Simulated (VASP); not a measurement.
Runs of VASP 6.6.1 on Ga. The structure is that of space group C2/c (No. 15), or close to it. The cells are those of the table. 

| cell | gap on the mesh (eV) | pressure (GPa) | largest force (eV/Å) |
| --- | --- | --- | --- |
| a = 3.648, b = 3.648, c = 4.478 Å, angles 100.2, 100.2, 135.6°, 2 atoms | none | (a) | - |
| a = 3.594, b = 3.594, c = 4.412 Å, angles 100.2, 100.2, 135.6°, 2 atoms | none | 7.9 | 0.01 |
| a = 3.800, b = 3.800, c = 4.664 Å, angles 100.2, 100.2, 135.6°, 2 atoms | none | -1.2 | 0.01 |
| a = 3.750, b = 3.750, c = 4.604 Å, angles 100.2, 100.2, 135.6°, 2 atoms | none | 0.3 | - |
| a = 3.700, b = 3.700, c = 4.542 Å, angles 100.2, 100.2, 135.6°, 2 atoms | none | (b) | - |

Alike in all rows: task single point; level revPBE; potentials or basis VASP PAW PBE potentials, release 64 (Ga_d); no spin polarisation; k mesh 15 × 15 × 9; cutoff (eV) 520; smearing fermi-dirac 0.1 eV.

Task: Estimate the missing entries.

Result: (a) 4.9; (b) 2.3.

Caveats: the PAW data sets were made with another functional, which shifts forces and pressure a little; the cell stands under pressure (at least some runs).

A k mesh can miss the band edges, and the runs leave out spin-orbit coupling on Ga.

A gap of «none» marks levels without a gap at the run's occupations.
